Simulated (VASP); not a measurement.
# Al3Cu2 (P-3m1) in VASP: further runs, part 2 of 2

VASP 6.6.1.

### Step 4. Single point, PBEsol (biaxial strain in the a-b plane: +2.0 %)

Input file INCAR:

```
  PREC = Accurate
  ENCUT = 520
  EDIFF = 1E-7
  ISMEAR = 0
  SIGMA = 0.1
  LREAL = False
  LASPH = True
  NELM = 100
  ALGO = Fast
  ISIF = 2
  LWAVE = False
  LCHARG = False
  GGA = PS
  NBANDS = 24
```

Input file KPOINTS:

```
Automatic mesh
0
Gamma
  12 12 8
```

Input file POSCAR:

```
Al3Cu2
1.0
    4.1805573057      0.0000000000      0.0000000000
   -2.0902786529      3.6204688288      0.0000000000
    0.0000000000      0.0000000000      4.9223156400
Al Cu
3 2
Direct
    0.0000000000      0.0000000000      0.0000000000
    0.3333333333      0.6666666667      0.3518138341
    0.6666666667      0.3333333333      0.6481861659
    0.3333333333      0.6666666667      0.8435768472
    0.6666666667      0.3333333333      0.1564231528
```

Potentials or basis: VASP PAW PBE potentials, release 64 (Al, Cu).

Command:

```sh
$ cat potpaw_PBE.64/Al/POTCAR potpaw_PBE.64/Cu/POTCAR > POTCAR
$ mpirun -np 1 vasp_std > vasp.out
```

OUTCAR:

```text
PREC = Accurate
   ENCUT = 520
   EDIFF = 1E-7
   ISMEAR = 0
   LREAL = False
   LASPH = True
   NELM = 100
   ISIF = 2
   GGA = PS

 ion  position               nearest neighbor table
   1  0.000  0.000  0.000-   4 2.53   5 2.53   5 2.53   4 2.53   5 2.53   4 2.53   2 2.97   3 2.97
                             2 2.97   3 2.97   3 2.97   2 2.97
   2  0.333  0.667  0.352-   4 2.42   4 2.50   5 2.60   5 2.60   5 2.60   3 2.82   3 2.82   3 2.82
                             1 2.97   1 2.97   1 2.97
   3  0.667  0.333  0.648-   5 2.42   5 2.50   4 2.60   4 2.60   4 2.60   2 2.82   2 2.82   2 2.82
                             1 2.97   1 2.97   1 2.97
   4  0.333  0.667  0.844-   2 2.42   2 2.50   1 2.53   1 2.53   1 2.53   3 2.60   3 2.60   3 2.60

   5  0.667  0.333  0.156-   3 2.42   3 2.50   1 2.53   1 2.53   1 2.53   2 2.60   2 2.60   2 2.60

  LATTYP: Found a hexagonal cell.
 ALAT       =     4.1805573057
 C/A-ratio  =     1.1774304907

  Lattice vectors:

 A1 = (   4.1805573057,   0.0000000000,   0.0000000000)
 A2 = (  -2.0902786529,   3.6204688288,   0.0000000000)
 A3 = (   0.0000000000,   0.0000000000,   4.9223156400)

Analysis of symmetry for initial positions (statically):
=====================================================================
[... 184 lines left out ...]
 Fermi energy:         8.0143957601

 k-point     1 :       0.0000    0.0000    0.0000
  band No.  band energies     occupation
      1      -3.0712      2.00000
      2       1.7922      2.00000
      3       2.3030      2.00000
      4       2.7704      2.00000
      5       2.7704      2.00000
      6       3.1099      2.00000
[... 637 lines left out ...]
     23      13.1368      0.00000
     24      13.8880      0.00000

 [... further k-points ...]

------------------------ aborting loop because EDIFF is reached ----------------------------------------

  FORCE on cell =-STRESS in cart. coord.  units (eV):
  Direction    XX          YY          ZZ          XY          YZ          ZX
  --------------------------------------------------------------------------------------
  -------------------------------------------------------------------------------------
  Total       -1.9380919     -1.9380919      0.6687458      0.0000000     -0.0000000     -0.0000000
  in kB      -41.6789248    -41.6789248     14.3814682      0.0000000     -0.0000000     -0.0000000
  external PRESSURE =     -22.9921271 kB  Pullay stress =       0.0000000 kB

 VOLUME and BASIS-vectors are now :
 -----------------------------------------------------------------------------
  energy-cutoff  :      520.00
  volume of cell :       74.50
      direct lattice vectors                 reciprocal lattice vectors
     4.180557306  0.000000000  0.000000000     0.239202558  0.138103661  0.000000000
    -2.090278653  3.620468829  0.000000000     0.000000000  0.276207322  0.000000000
     0.000000000  0.000000000  4.922315640     0.000000000  0.000000000  0.203156415

 POSITION                                       TOTAL-FORCE (eV/Angst)
 -----------------------------------------------------------------------------------
      0.00000      0.00000      0.00000        -0.000000      0.000000      0.000000
     -0.00000      2.41365      1.73174        -0.000000     -0.000000     -0.003238
      2.09028      1.20682      3.19058        -0.000000      0.000000      0.003238
     -0.00000      2.41365      4.15235         0.000000      0.000000      0.063331
      2.09028      1.20682      0.76996         0.000000     -0.000000     -0.063331
 -----------------------------------------------------------------------------------
    total drift:                               -0.000000      0.000000     -0.000000

  FREE ENERGIE OF THE ION-ELECTRON SYSTEM (eV)
  ---------------------------------------------------
  free  energy   TOTEN  =       -21.6781659957 eV

  energy  without entropy=      -21.6705433820  energy(sigma->0) =      -21.67435469
```

stdout:

```text
POSCAR found type information on POSCAR AlCu
 POSCAR found :  2 types and       5 ions
 scaLAPACK will be used
 -----------------------------------------------------------------------------
|                                                                             |
|                                                                             |
|     You enforced a specific xc type in the INCAR file but a different       |
|     I HOPE YOU KNOW WHAT YOU ARE DOING!                                     |
|                                                                             |
 -----------------------------------------------------------------------------

 LDA part: xc-table for (Slater+PW92), standard interpolation
 POSCAR, INCAR and KPOINTS ok, starting setup
 FFT: planning ... GRIDC
 FFT: planning ... GRID_SOFT
 FFT: planning ... GRID
 WAVECAR not read
 entering main loop
WARNING in EDDRMM: call to ZHEGV failed, returncode =   8  4     24
```

Wall time 2.6 min (1 thread of Intel Xeon 6975P-C (Granite Rapids), shared host); peak memory 0.34 GiB.

What came out:

```yaml
Free_energy: -21.6782 eV
Pressure: -2.3 GPa
Largest_force: 0.063 eV/Å
```

Forces on the atoms (eV/Å):
```
Al   0.000  0.000  0.000
Al   0.000  0.000 -0.003
Al   0.000  0.000  0.003
Cu   0.000  0.000  0.063
Cu   0.000  0.000 -0.063
```

Caveat: the cell differs from its parent crystal (biaxial strain in the a-b plane: +2.0 %); the PAW data sets were made with another functional, which shifts forces and pressure a little.

### Step 5. Single point, PBEsol (biaxial strain in the a-b plane: +2.0 %, then relaxed in part)

Input file INCAR:

```
SYSTEM = Al3Cu2
ALGO     = Fast           ! electronic algorithm
EDIFF    = 1E-6           ! SCF threshold, eV
ENCUT    = 520            ! plane-wave cutoff, eV
GGA      = PS             ! functional
ISIF     = 2              ! what is computed and relaxed
ISMEAR   = 0              ! smearing method
LASPH    = .TRUE.         ! aspherical terms in the spheres
LCHARG   = .FALSE.        ! write CHGCAR
LREAL    = .FALSE.        ! projectors in reciprocal space
LWAVE    = .FALSE.        ! write WAVECAR
NBANDS   = 24             ! bands
NELM     = 60             ! most SCF steps
PREC     = Accurate       ! precision mode
SIGMA    = 0.1            ! smearing width, eV
```

Input file KPOINTS:

```
k-points
0
G
  12 12 8
  0 0 0
```

Input file POSCAR:

```
Al3Cu2
1.0
    4.1805573058      0.0000000000      0.0000000000
   -2.0902786529      3.6204688287      0.0000000000
    0.0000000000      0.0000000000      4.9410634535
Al Cu
3 2
Direct
    0.0000000000      0.0000000000      0.0000000000
    0.3333333333      0.6666666667      0.3523508349
    0.6666666667      0.3333333333      0.6476491651
    0.3333333333      0.6666666667      0.8450332873
    0.6666666667      0.3333333333      0.1549667127
```

Command:

```sh
$ cat potpaw_PBE.64/Al/POTCAR potpaw_PBE.64/Cu/POTCAR > POTCAR
$ mpirun -np 1 vasp_std > vasp.out
```

Wall time 2 min (1 thread of Intel Xeon 6975P-C (Granite Rapids), shared host); peak memory 0.33 GiB.

Results (log left out):

```yaml
Free_energy: -21.6803 eV
Pressure: -2.5 GPa
Largest_force: 0.006 eV/Å
```

Forces on the atoms (eV/Å):
```
Al   0.000  0.000  0.000
Al   0.000  0.000  0.003
Al   0.000  0.000 -0.003
Cu   0.000  0.000  0.006
Cu   0.000  0.000 -0.006
```

Stress tensor (GPa, compression positive):
```
-4.08  0.00  0.00
 0.00 -4.08  0.00
 0.00  0.00  0.55
```

Levels at points of the mesh, in eV from the Fermi level:
```tsv
k point	band 11	band 12	band 13	band 14	band 15	band 16	band 17	band 18	band 19	band 20
(0.00, 0.00, 0.00)	-4.06	-3.52	-3.49	-0.36	-0.36	1.14	1.14	2.06	2.47	5.10
(0.50, 0.00, 0.00)	-4.16	-4.00	-3.11	-2.78	-2.44	-0.61	-0.21	0.38	3.13	3.73
(0.00, 0.00, 0.50)	-4.10	-4.10	1.08	1.08	1.21	1.21	1.87	2.19	2.19	2.58
(0.50, 0.00, 0.50)	-4.17	-4.10	-4.01	-3.44	-1.78	-0.20	0.58	0.70	5.36	5.61
```

Caveat: the cell differs from its parent crystal (biaxial strain in the a-b plane: +2.0 %, then relaxed in part); the PAW data sets were made with another functional, which shifts forces and pressure a little.

### Step 6. Single point, PBEsol (biaxial strain in the a-b plane: +3.0 %)

Input file INCAR:

```
ALGO = Fast ; EDIFF = 1E-6
ENCUT = 520 ; GGA = PS
ISIF = 2 ; ISMEAR = 0
LASPH = T ; LCHARG = F
LREAL = F ; LWAVE = F
NBANDS = 24 ; NELM = 100
PREC = Accurate ; SIGMA = 0.1
```

Input file KPOINTS:

```
k-points
0
Gamma
  12 12 8
```

POSCAR, as its differences from that of step 5:

```diff
@@ -2,5 +2,5 @@
 1.0
-    4.1805573058      0.0000000000      0.0000000000
-   -2.0902786529      3.6204688287      0.0000000000
-    0.0000000000      0.0000000000      4.9410634535
+    4.2215431617      0.0000000000      0.0000000000
+   -2.1107715808      3.6559636212      0.0000000000
+    0.0000000000      0.0000000000      4.8924230349
 Al Cu
```

Potentials or basis: VASP PAW PBE potentials, release 64 (Al, Cu).

Command:

```sh
$ cat potpaw_PBE.64/Al/POTCAR potpaw_PBE.64/Cu/POTCAR > POTCAR
$ mpirun -np 1 vasp_std > vasp.out
```

Wall time 3 min (1 thread of Intel Xeon 6975P-C (Granite Rapids), shared host); peak memory 0.33 GiB.

It converged, with:

| Item | Value |
| --- | --- |
| Free energy | -21.6276 eV |
| Pressure | -3.2 GPa |
| Largest force | 0.071 eV/Å |

Forces on the atoms (eV/Å):
```
Al   0.000  0.000  0.000
Al   0.000  0.000 -0.003
Al   0.000  0.000  0.003
Cu   0.000  0.000  0.071
Cu   0.000  0.000 -0.071
```

Stress tensor (GPa, compression positive):
```
-5.95  0.00  0.00
 0.00 -5.95  0.00
 0.00  0.00  2.17
```

Levels at points of the mesh, in eV from the Fermi level:
```csv
k point,band 11,band 12,band 13,band 14,band 15,band 16,band 17,band 18,band 19,band 20
"(0.00, 0.00, 0.00)",-4.03,-3.44,-3.39,-0.45,-0.45,1.03,1.03,1.86,2.28,5.00
"(0.50, 0.00, 0.00)",-4.11,-3.97,-3.15,-2.66,-2.34,-0.50,-0.26,0.46,3.21,3.77
"(0.00, 0.00, 0.50)",-4.07,-4.07,1.03,1.03,1.15,1.15,1.81,2.10,2.10,2.63
"(0.50, 0.00, 0.50)",-4.12,-4.06,-3.96,-3.41,-1.79,-0.20,0.51,0.58,5.60,5.85
```

Caveat: the cell differs from its parent crystal (biaxial strain in the a-b plane: +3.0 %); the PAW data sets were made with another functional, which shifts forces and pressure a little.

### Step 7. The runs side by side

| cell | further INCAR settings | gap on the mesh (eV) | pressure (GPa) | largest force (eV/Å) |
| --- | --- | --- | --- | --- |
| a = 4.140, b = 4.140, c = 4.962 Å, angles 90.0, 90.0, 120.0°, 5 atoms | ALGO = Fast; EDIFF = 1e-07; NBANDS = 24 | none | -1.3 | 0.01 |
| a = 4.140, b = 4.140, c = 4.952 Å, angles 90.0, 90.0, 120.0°, 5 atoms | ALGO = Fast; EDIFF = 1e-06; NBANDS = 24 | none | -1.0 | 0.05 |
| a = 4.181, b = 4.181, c = 4.922 Å, angles 90.0, 90.0, 120.0°, 5 atoms | ALGO = Fast; EDIFF = 1e-07; NBANDS = 24 | none | -2.3 | 0.06 |
| a = 4.181, b = 4.181, c = 4.941 Å, angles 90.0, 90.0, 120.0°, 5 atoms | ALGO = Fast; EDIFF = 1e-06; NBANDS = 24 | none | -2.5 | 0.01 |
| a = 4.222, b = 4.222, c = 4.892 Å, angles 90.0, 90.0, 120.0°, 5 atoms | ALGO = Fast; EDIFF = 1e-06; NBANDS = 24 | none | -3.2 | 0.07 |

Alike in all rows: task single point; level PBEsol; potentials or basis VASP PAW PBE potentials, release 64 (Al, Cu); no spin polarisation; k mesh 12 × 12 × 8; cutoff (eV) 520; smearing gaussian 0.1 eV.

Caveats: the PAW data sets were made with another functional, which shifts forces and pressure a little.

Absolute energies hang on the potentials; compare differences alone.
